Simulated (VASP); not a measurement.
**LiGaO: single point with PBE**

The system is LiGaO.

```
Li Ga O
1.0
     4.73759    0.00000    0.00000
    -2.36880    4.10287    0.00000
     0.00000    0.00000    3.98593
Li Ga O
2 2 2
Direct
  0.00000 0.00000 0.00000
  0.00000 0.00000 0.50000
  0.33333 0.66667 0.50000
  0.66667 0.33333 0.50000
  0.33333 0.66667 0.00000
  0.66667 0.33333 0.00000
```

The cell was generated, and may not be a known phase.

- Program: VASP 6.6.1
- Task: single point
- Functional: PBE
- Potentials or basis: VASP PAW PBE potentials, release 64 (Li_sv, Ga_d, O)
- Cutoff: 520 eV
- k mesh: 6 × 6 × 4
- Occupations: gaussian, width 0.1 eV
- Spin: collinear spin, ferromagnetic start
- Starting moments: [0.0, 0.0, 0.0, 0.0, 1.0, 1.0] μB
- Dipole correction: no
- Further INCAR settings: ALGO = Normal; EDIFF = 1e-06; NBANDS = 35

```yaml
Band_gap_on_the_k_mesh: zero (filled and empty bands overlap)
Net_moment: 0.00 μB per cell
Valence_electrons_inside_the_program's_atomic_spheres: Li 2.04, 2.12; Ga 11.59; O 4.89
```

Levels at points of the mesh, in eV from the Fermi level:
Spin up:
| k point | band 18 | band 19 | band 20 | band 21 | band 22 | band 23 | band 24 | band 25 | band 26 | band 27 |
| --- | --- | --- | --- | --- | --- | --- | --- | --- | --- | --- |
| (0.00, 0.00, 0.00) | -3.42 | -3.42 | -1.90 | -1.90 | 1.91 | 2.48 | 2.48 | 2.55 | 2.55 | 3.42 |
| (0.50, 0.00, 0.00) | -4.30 | -4.16 | -1.36 | -1.13 | -0.85 | 0.95 | 1.98 | 3.09 | 6.49 | 6.86 |
| (0.00, 0.00, 0.50) | -2.54 | -1.22 | -1.22 | 0.34 | 0.75 | 0.75 | 1.56 | 1.90 | 1.90 | 5.61 |
| (0.50, 0.00, 0.50) | -2.80 | -1.31 | -1.17 | -1.09 | -0.60 | 0.59 | 3.58 | 3.62 | 4.83 | 7.30 |
Spin down:
| k point | band 19 | band 20 | band 21 | band 22 | band 23 | band 24 | band 25 | band 26 |
| --- | --- | --- | --- | --- | --- | --- | --- | --- |
| (0.00, 0.00, 0.00) | -3.42 | -1.90 | -1.90 | 1.91 | 2.48 | 2.48 | 2.55 | 2.55 |
| (0.50, 0.00, 0.00) | -4.16 | -1.36 | -1.13 | -0.85 | 0.96 | 1.98 | 3.09 | 6.49 |
| (0.00, 0.00, 0.50) | -1.22 | -1.22 | 0.34 | 0.75 | 0.75 | 1.56 | 1.90 | 1.90 |
| (0.50, 0.00, 0.50) | -1.31 | -1.17 | -1.09 | -0.60 | 0.59 | 3.58 | 3.62 | 4.83 |

It took 110 s on 1 thread of Oxide Virtual Turin-like Processor (shared host), peak memory 0.23 GiB.

Caveat: the k points lie up to 0.39 Å⁻¹ apart, too coarse for converged energies and pressures of a metal.
